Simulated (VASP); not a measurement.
## Zr2TeSe: relaxation of cell and atoms with PBE

Crystal: Zr2TeSe.

```
Zr Te Se
1.0
     2.03141    1.17284    7.19229
    -2.03141    1.17284    7.19229
     0.00000   -2.34567    7.19229
Zr Te Se
2 1 1
Direct
  0.73769 0.73769 0.73769
  0.26231 0.26231 0.26231
  0.50000 0.50000 0.50000
  0.00000 0.00000 0.00000
```

The cell was generated, and may not be a known phase.

| Property | Result |
| --- | --- |
| Program | VASP 6.6.1 |
| Task | relaxation of cell and atoms |
| Functional | PBE |
| Potentials or basis | VASP PAW PBE potentials, release 64 (Zr_sv, Te, Se) |
| Cutoff | 600 eV |
| k mesh | 6 × 6 × 6 |
| Occupations | gaussian, width 0.1 eV |
| Spin | no spin polarisation |
| Dipole correction | no |
| Further INCAR settings | ALGO = Normal; EDIFF = 1e-06; IBRION = 2; EDIFFG = -0.04; NSW = 90; ISIF = 3 |

- Relaxed volume: 23.45 Å³/atom
- Relaxed cell: a = 6.903 Å, b = 6.903 Å, c = 6.903 Å, α = 34.43°, β = 34.43°, γ = 34.43°
- Space group after relaxing (to 0.1 Å): R-3m (No. 166)
- Energy gained by relaxing: 150.1 meV/atom
- Ionic steps: 17
- Pressure after relaxing: 0.0 GPa
- Largest force after relaxing: 0.004 eV/Å
- Band gap on the k mesh: zero (bands 18 and 19 overlap by 0.67 eV)

Forces on the atoms (eV/Å):
```
Zr   0.000  0.000  0.004
Zr   0.000  0.000 -0.004
Te   0.000  0.000  0.000
Se   0.000  0.000  0.000
```

The path:
```
step  energy change (eV)  largest force (eV/Å)  pressure (GPa)  volume (Å³)
   1              0.0000                1.1529           -8.80       102.81
   2             -0.1757                0.7246           12.00        83.21
   3             -0.4163                1.0708            0.84        90.85
   4             -0.4164                1.0644            1.10        90.62
   5             -0.5132                0.5930            1.39        90.77
   6             -0.5475                0.0872            1.85        90.89
   7             -0.5498                0.0807            2.05        90.93
   8             -0.5570                0.1045           -2.23        95.31
   9             -0.5678                0.0141           -0.45        93.34
  10             -0.5773                0.0683           -0.32        93.31
  11             -0.5920                0.2641            0.12        93.13
  12             -0.5987                0.0957            0.19        93.44
  13             -0.5988                0.0686            0.20        93.48
  14             -0.5999                0.0470           -0.31        94.04
  15             -0.5999                0.0494           -0.25        93.98
  16             -0.6000                0.0506            0.22        93.62
  17             -0.6004                0.0038            0.01        93.79
```

Final structure:
```
CELL_PARAMETERS angstrom
2.04290 1.17947 6.48741
-2.04290 1.17947 6.48741
0.00000 -2.35894 6.48741
ATOMIC_POSITIONS crystal
Zr 0.72840 0.72840 0.72840
Zr 0.27160 0.27160 0.27160
Te 0.50000 0.50000 0.50000
Se 0.00000 0.00000 0.00000
```

Levels at points of the mesh, in eV from the Fermi level:
| k point | band 14 | band 15 | band 16 | band 17 | band 18 | band 19 | band 20 | band 21 | band 22 |
| --- | --- | --- | --- | --- | --- | --- | --- | --- | --- |
| (0.00, 0.00, 0.00) | -2.49 | -1.50 | -1.50 | -1.41 | -1.41 | 0.02 | 0.02 | 0.21 | 0.91 |
| (0.50, 0.00, 0.00) | -5.12 | -4.38 | -3.00 | -1.78 | 0.39 | 0.68 | 1.10 | 1.16 | 1.45 |
| (0.50, 0.50, 0.00) | -4.29 | -3.57 | -2.85 | -2.54 | 0.50 | 0.51 | 0.53 | 1.01 | 1.35 |
| (0.50, 0.50, 0.50) | -4.48 | -2.39 | -2.39 | -1.19 | -1.19 | 0.19 | 0.31 | 1.09 | 1.09 |

Wall time 35 min on 1 thread of Intel(R) Xeon(R) 6975P-C (Granite Rapids), with other jobs on the host, peak memory 0.6 GiB.

Caveat: spin-orbit coupling is left out, which moves the levels of the heavy elements.
